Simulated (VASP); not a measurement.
# Ca7Mg9S16 (P1) in VASP: single point with PBEsol

Aim: the single point of Ca7Mg9S16 with PBEsol.

Everything below comes from runs of VASP 6.6.1. Logs are shortened: lines on timing, memory, paths and dates and some standing lists are left out, and cuts for length are marked.

### 1 The cell of the first run

The typed cell holds 64 atoms: a = 10.791 Å, b = 10.791 Å, c = 10.791 Å, α = 90.00°, β = 90.00°, γ = 90.00°.

### 2 Single point, PBEsol

File INCAR:

```
SYSTEM = Ca7Mg9S16
ALGO = Normal
EDIFF = 1E-6
ENCUT = 520
GGA = PS
ISIF = 2
ISMEAR = -1
LASPH = .TRUE.
LCHARG = .FALSE.
LREAL = Auto
LWAVE = .FALSE.
NBANDS = 222
NELM = 100
PREC = Accurate
SIGMA = 0.05
```

File KPOINTS:

```
Automatic mesh
0
Gamma
  1 1 1
  0.5 0.5 0.5
```

File POSCAR:

```
Ca7Mg9S16
1.0
   10.7912199526      0.0000000000      0.0000000000
    0.0000000000     10.7912199526      0.0000000000
    0.0000000000      0.0000000000     10.7912199526
S Ca Mg
32 14 18
Direct
    0.2577480000      0.0000390000      0.9994660000
    0.2520730000      0.9998640000      0.5003470000
    0.2419120000      0.4999890000      0.9920540000
    0.2479420000      0.4998530000      0.5081120000
    0.7424690000      0.0004350000      0.9993290000
    0.7492120000      0.0002150000      0.5004410000
    0.7575890000      0.4996800000      0.9995270000
    0.7517480000      0.4996740000      0.5007500000
    0.9894960000      0.2580330000      0.0089800000
    0.9889220000      0.2513100000      0.4914560000
    0.9892140000      0.7422780000      0.9922810000
    0.9887810000      0.7487010000      0.5075630000
    0.5102750000      0.2422950000      0.0097810000
    0.5113960000      0.2489400000      0.4902520000
    0.5107200000      0.7582440000      0.0005140000
    0.5117560000      0.7511400000      0.4989520000
    0.9915610000      0.0075570000      0.2592760000
    0.9922170000      0.9914590000      0.7406040000
    0.0003880000      0.4923480000      0.2536230000
    0.0080290000      0.5088910000      0.7465990000
    0.5094160000      0.9994990000      0.2536560000
    0.5085120000      0.9902910000      0.7458390000
    0.5004850000      0.5007100000      0.2594090000
    0.4927370000      0.5097370000      0.7404380000
    0.2528410000      0.2496570000      0.2499090000
    0.2504880000      0.2566110000      0.7501580000
    0.2589460000      0.7499550000      0.2498450000
    0.2522850000      0.7432980000      0.7500850000
    0.7485890000      0.2401030000      0.2492680000
    0.7503260000      0.2411060000      0.7507770000
    0.7416700000      0.7593590000      0.2491830000
    0.7484070000      0.7586030000      0.7505430000
    0.9943300000      0.0000550000      0.9999730000
    0.5020000000      0.5019430000      0.0005130000
    0.2500750000      0.2508550000      0.0012430000
    0.2503340000      0.2506740000      0.4987850000
    0.2518210000      0.7492090000      0.9979050000
    0.2521160000      0.7490330000      0.5020350000
    0.2536780000      0.0009560000      0.2513630000
    0.2520140000      0.9972590000      0.7484820000
    0.2504990000      0.4987310000      0.2521250000
    0.7502830000      0.4982630000      0.2514720000
    0.7517060000      0.5027090000      0.7489050000
    0.9980600000      0.2515410000      0.7482420000
    0.9957040000      0.7497130000      0.2518250000
    0.5027920000      0.2479140000      0.7480030000
    0.9914770000      0.9998220000      0.4999530000
    0.9976200000      0.5003240000      0.9982060000
    0.9974020000      0.5003290000      0.5011110000
    0.5063040000      0.9983310000      0.0029610000
    0.5073910000      0.9978680000      0.4982060000
    0.5045430000      0.5025450000      0.4992580000
    0.7496740000      0.2459180000      0.0034710000
    0.7499670000      0.2461870000      0.4962830000
    0.7484040000      0.7543790000      0.9980490000
    0.7490460000      0.7538060000      0.5018630000
    0.2488000000      0.5035700000      0.7476960000
    0.7473970000      0.0007850000      0.2525480000
    0.7483000000      0.9976120000      0.7474420000
    0.9930950000      0.2502860000      0.2520820000
    0.9950970000      0.7488930000      0.7478410000
    0.5056200000      0.2457460000      0.2517970000
    0.5047370000      0.7538280000      0.2525400000
    0.5043670000      0.7517520000      0.7470050000
```

Potentials or basis: VASP PAW PBE potentials, release 64 (S, Ca_sv, Mg).

The run is started by

```bash
> cat potpaw_PBE.64/S/POTCAR potpaw_PBE.64/Ca_sv/POTCAR potpaw_PBE.64/Mg/POTCAR > POTCAR
> mpirun -np 1 vasp_std > vasp.out
```

OUTCAR:

```text
SYSTEM = Ca7Mg9S16
   EDIFF = 1E-6
   ENCUT = 520
   GGA = PS
   ISIF = 2
   ISMEAR = -1
   LASPH = .TRUE.
   LREAL = Auto
   NELM = 100
   PREC = Accurate

 ion  position               nearest neighbor table
   1  0.258  0.000  0.999-  50 2.68  37 2.71  35 2.71  40 2.71  39 2.72  33 2.84
   2  0.252  1.000  0.500-  40 2.68  39 2.69  36 2.71  38 2.71  51 2.76  47 2.81
   3  0.242  0.500  0.992-  48 2.64  57 2.64  35 2.69  37 2.69  41 2.81  34 2.81
   4  0.248  0.500  0.508-  57 2.59  38 2.69  36 2.69  49 2.70  41 2.76  52 2.77
   5  0.742  0.000  0.999-  50 2.55  53 2.65  55 2.66  33 2.72  59 2.72  58 2.73
   6  0.749  0.000  0.500-  51 2.61  47 2.61  54 2.65  56 2.66  59 2.67  58 2.68
[... 56 lines left out ...]
  63  0.505  0.754  0.253-  31 2.56  21 2.65  27 2.65  16 2.66  15 2.72  23 2.73
  64  0.504  0.752  0.747-  22 2.57  24 2.62  32 2.63  16 2.68  28 2.72  15 2.74

  LATTYP: Found a simple cubic cell.
 ALAT       =    10.7912199526

  Lattice vectors:

 A1 = (  10.7912199526,   0.0000000000,   0.0000000000)
 A2 = (   0.0000000000,  10.7912199526,   0.0000000000)
 A3 = (   0.0000000000,   0.0000000000,  10.7912199526)

Analysis of symmetry for initial positions (statically):
=====================================================================
 Subroutine PRICEL returns:
 Original cell was already a primitive cell.

 Routine SETGRP: Setting up the symmetry group for a
 simple cubic supercell.

 Subroutine GETGRP returns: Found  1 space group operations
 (whereof  1 operations were pure point group operations)
 out of a pool of 48 trial point group operations.

The static configuration has the point symmetry C_1 .

Analysis of symmetry for dynamics (positions and initial velocities):
=====================================================================
 Subroutine PRICEL returns:
 Original cell was already a primitive cell.

 Routine SETGRP: Setting up the symmetry group for a
 simple cubic supercell.

 Subroutine GETGRP returns: Found  1 space group operations
 (whereof  1 operations were pure point group operations)
 out of a pool of 48 trial point group operations.

The dynamic configuration has the point symmetry C_1 .

 Subroutine INISYM returns: Found  1 space group operations
 (whereof  1 operations are pure point group operations),
 and found     1 'primitive' translations

----------------------------------------------------------------------------------------

                                     Primitive cell

  volume of cell :    1256.6422

  direct lattice vectors                    reciprocal lattice vectors
    10.791219953  0.000000000  0.000000000     0.092667929  0.000000000  0.000000000
     0.000000000 10.791219953  0.000000000     0.000000000  0.092667929  0.000000000
     0.000000000  0.000000000 10.791219953     0.000000000  0.000000000  0.092667929

  length of vectors
    10.791219953 10.791219953 10.791219953     0.092667929  0.092667929  0.092667929

  position of ions in fractional coordinates (direct lattice)
     0.257748000  0.000039000  0.999466000
     0.252073000  0.999864000  0.500347000
     0.241912000  0.499989000  0.992054000
     0.247942000  0.499853000  0.508112000
     0.742469000  0.000435000  0.999329000
     0.749212000  0.000215000  0.500441000
[... 56 lines left out ...]
     0.504737000  0.753828000  0.252540000
     0.504367000  0.751752000  0.747005000

  ion indices of the primitive-cell ions
   primitive index   ion index
                 1           1
                 2           2
                 3           3
                 4           4
                 5           5
                 6           6
[... 56 lines left out ...]
                63          63
                64          64

----------------------------------------------------------------------------------------

 KPOINTS: Automatic mesh

Automatic generation of k-mesh.
 Grid dimensions read from file:
 generate k-points for:    1    1    1

 Generating k-lattice:

  Cartesian coordinates                     Fractional coordinates (reciprocal lattice)
     0.092667929  0.000000000  0.000000000     1.000000000  0.000000000  0.000000000
     0.000000000  0.092667929  0.000000000     0.000000000  1.000000000  0.000000000
     0.000000000  0.000000000  0.092667929     0.000000000  0.000000000  1.000000000

  Length of vectors
     0.092667929  0.092667929  0.092667929

  Shift w.r.t. Gamma in fractional coordinates (k-lattice)
     0.500000000  0.500000000  0.500000000

 Subroutine IBZKPT returns following result:
 ===========================================

 Found      1 irreducible k-points:

 Following reciprocal coordinates:
            Coordinates               Weight
  0.500000  0.500000  0.500000      1.000000
   k-points           NKPTS =      1   k-points in BZ     NKDIM =      1   number of bands    NBANDS=    222
   number of dos      NEDOS =    301   number of ions     NIONS =     64
   total plane-waves  NPLWV = 512000
   dimension x,y,z NGX =    80 NGY =   80 NGZ =   80
   dimension x,y,z NGXF=   160 NGYF=  160 NGZF=  160
   ions per type =              32  14  18
   NGX,Y,Z   is equivalent  to a cutoff of  12.32, 12.32, 12.32 a.u.
   NGXF,Y,Z  is equivalent  to a cutoff of  24.65, 24.65, 24.65 a.u.
 SYSTEM =  Ca7Mg9S16
   PREC   = accura    normal or accurate (medium, high low for compatibility)
   ISTART =      0    job   : 0-new  1-cont  2-samecut
   ICHARG =      2    charge: 1-file 2-atom 10-const
   ISPIN  =      1    spin polarized calculation?
   LNONCOLLINEAR =      F non collinear calculations
   LSORBIT =      F    spin-orbit coupling
   LASPH  =      T    aspherical Exc in radial PAW
   ENCUT  =  520.0 eV  38.22 Ry    6.18 a.u.  20.06 20.06 20.06*2*pi/ulx,y,z
   NELM   =    100;   NELMIN=  2; NELMDL= -5     # of ELM steps
   EDIFF  = 0.1E-05   stopping-criterion for ELM
   LREAL  =      T    real-space projection
   EDIFFG = 0.1E-04   stopping-criterion for IOM
   NSW    =      0    number of steps for IOM
[... 5 lines left out ...]
   TEBEG  =    0.0;   TEEND  =   0.0 temperature during run
   PSTRESS=    0.0 pullay stress
   NELECT =     368.0000    total number of electrons
   NUPDOWN=      -1.0000    fix difference up-down
   EMIN   =  10.00;   EMAX   =-10.00  energy-range for DOS
   EFERMI =   0.00;   METHOD = LEGACY
   ISMEAR =    -1;   SIGMA  =   0.05  broadening in eV -4-tet -1-fermi 0-gaus
   EFERMI_NEDOS =   21; number of points for ismear=-14 and -15
   IALGO  =     38    algorithm
   IMIX   =      4    mixing-type and parameters
     AMIX     =   0.40;   BMIX     =  1.00
     AMIX_MAG =   1.60;   BMIX_MAG =  1.00
  volume/ion in A,a.u.               =      19.64       132.50
  Fermi-wavevector in a.u.,A,eV,Ry     =   1.087144  2.054403 16.080468  1.181881
  Thomas-Fermi vector in A             =   2.223296
   LORBIT       =      0    0 simple, 1 ext, 2 COOP (PROOUT), +10 PAW based schemes
   GGA     = PS    functional components
   LHFCALC =     F    Hartree Fock is set to
   AEXX    =    0.0000 exact exchange contribution
   IVDW    =     0    specifies the selected vdW correction
   LEPSILON=     F    determine dielectric tensor
   LRPA    =     F    only Hartree local field effects (RPA)
 non-spin polarized calculation
  energy-cutoff  :      520.00
  volume of cell :     1256.64
 maximum number of plane-waves:     33696
 NGX is ok and might be reduce to    80
   NGX = 41   NGY = 41   NGZ = 41

 number of electron     367.9999993 magnetization

 Free energy of the ion-electron system (eV)
  ---------------------------------------------------
  ext. energy  EPLUGINS =         0.00000000
  ---------------------------------------------------
  free energy    TOTEN  =      -313.51099757 eV

  energy without entropy =     -313.51099757  energy(sigma->0) =     -313.51099757

 E-fermi :   4.2694     XC(G=0):  -9.7545

 val. band max:        3.0156541732   @ k =   0.5000   0.5000   0.5000
 cond. band min:       6.7430889630   @ k =   0.5000   0.5000   0.5000
 fundamental gap:      3.7274347899
 Fermi energy:         4.2694145844

 k-point     1 :       0.5000    0.5000    0.5000
  band No.  band energies     occupation
      1     -35.7591      2.00000
      2     -35.7576      2.00000
      3     -35.7134      2.00000
      4     -35.5588      2.00000
      5     -35.5209      2.00000
      6     -35.4181      2.00000
[... 188 lines left out ...]
    195       7.2144      0.00000
    196       7.2467      0.00000
 [bands above 196 left out]

------------------------ aborting loop because EDIFF is reached ----------------------------------------

  FORCE on cell =-STRESS in cart. coord.  units (eV):
  Direction    XX          YY          ZZ          XY          YZ          ZX
  --------------------------------------------------------------------------------------
  -------------------------------------------------------------------------------------
  Total       -1.6126972      0.6677926      1.8730540     -0.1560414      0.0092087     -0.0465220
  in kB       -2.0561357      0.8514135      2.3880820     -0.1989477      0.0117407     -0.0593140
  external PRESSURE =       0.3944533 kB  Pullay stress =       0.0000000 kB

 VOLUME and BASIS-vectors are now :
 -----------------------------------------------------------------------------
  energy-cutoff  :      520.00
  volume of cell :     1256.64
      direct lattice vectors                 reciprocal lattice vectors
    10.791219953  0.000000000  0.000000000     0.092667929  0.000000000  0.000000000
     0.000000000 10.791219953  0.000000000     0.000000000  0.092667929  0.000000000
     0.000000000  0.000000000 10.791219953     0.000000000  0.000000000  0.092667929

 POSITION                                       TOTAL-FORCE (eV/Angst)
 -----------------------------------------------------------------------------------
      2.78142      0.00042     10.78546         0.012630      0.001261      0.001183
      2.72018     10.78975      5.39935        -0.011092     -0.000151     -0.001675
      2.61053      5.39549     10.70547        -0.024546     -0.000570     -0.021783
      2.67560      5.39402      5.48315        -0.004280     -0.001876      0.021529
      8.01215      0.00469     10.78398        -0.021692      0.000579     -0.003251
      8.08491      0.00232      5.40037         0.001995     -0.001007     -0.001105
[... 56 lines left out ...]
      5.44673      8.13472      2.72521         0.002159      0.000038     -0.000721
      5.44274      8.11232      8.06110         0.001884      0.002081     -0.000364
 -----------------------------------------------------------------------------------
    total drift:                               -0.012329     -0.003512     -0.012611

  FREE ENERGIE OF THE ION-ELECTRON SYSTEM (eV)
  ---------------------------------------------------
  free  energy   TOTEN  =      -313.5109975719 eV

  energy  without entropy=     -313.5109975718  energy(sigma->0) =     -313.51099757
```

It took 8.3 min on 1 thread of AMD EPYC 7R13 (Zen 3), shared host; peak memory 1 GiB.

Results:

* Free energy: -313.5110 eV
* Pressure: 0.0 GPa
* Largest force: 0.033 eV/Å
* Band gap on the k mesh: 3.73 eV

Forces in eV/Å, atoms in the order of the input:
```
S    0.013  0.001  0.001
S   -0.011  0.000 -0.002
S   -0.025 -0.001 -0.022
S   -0.004 -0.002  0.022
S   -0.022  0.001 -0.003
S    0.002 -0.001 -0.001
S    0.019 -0.002  0.003
S   -0.002 -0.002 -0.002
S   -0.018  0.020  0.017
S   -0.017  0.000 -0.022
S   -0.013 -0.020 -0.022
S   -0.015  0.002  0.018
S    0.021 -0.018  0.012
S    0.020  0.006 -0.020
S    0.018  0.021 -0.003
S    0.023 -0.003  0.000
S   -0.010  0.021  0.021
S   -0.013 -0.019 -0.018
S    0.002 -0.023  0.000
S    0.022  0.020 -0.002
S    0.020  0.003  0.000
S    0.020 -0.020  0.003
S    0.001 -0.001  0.024
S   -0.016  0.016 -0.019
S   -0.006 -0.001  0.001
S   -0.003  0.020  0.001
S    0.017  0.002  0.001
S   -0.007 -0.020  0.001
S    0.000 -0.018  0.000
S   -0.001 -0.021  0.003
S   -0.026  0.019 -0.001
S    0.000  0.022  0.003
Ca   0.007 -0.001 -0.001
Ca   0.002 -0.002  0.001
Ca   0.000 -0.003 -0.001
Ca   0.002 -0.003  0.000
Ca  -0.002  0.002  0.002
Ca   0.000  0.001  0.000
Ca  -0.002 -0.004 -0.004
Ca  -0.003  0.002  0.003
Ca  -0.001  0.003 -0.002
Ca  -0.001  0.000 -0.001
Ca  -0.002 -0.001  0.003
Ca   0.002  0.001  0.001
Ca   0.006 -0.004 -0.002
Ca  -0.001  0.002  0.002
Mg  -0.001  0.001  0.000
Mg   0.002 -0.001 -0.001
Mg   0.001 -0.001  0.000
Mg   0.002 -0.001  0.003
Mg   0.004  0.000  0.001
Mg  -0.001  0.001 -0.001
Mg  -0.001  0.003  0.003
Mg   0.001  0.000 -0.002
Mg   0.000  0.000  0.001
Mg  -0.002  0.001  0.002
Mg  -0.002  0.003 -0.001
Mg  -0.003  0.001  0.003
Mg   0.001 -0.003 -0.001
Mg  -0.002  0.002 -0.002
Mg  -0.001 -0.002  0.002
Mg   0.003 -0.001 -0.001
Mg   0.002  0.000 -0.001
Mg   0.002  0.002  0.000
```

Caveat: the k points lie up to 0.58 Å⁻¹ apart; the PAW data sets were made with another functional, which shifts forces and pressure a little; a shifted mesh leaves out Γ, where band edges can lie. A k mesh can miss the band edges.
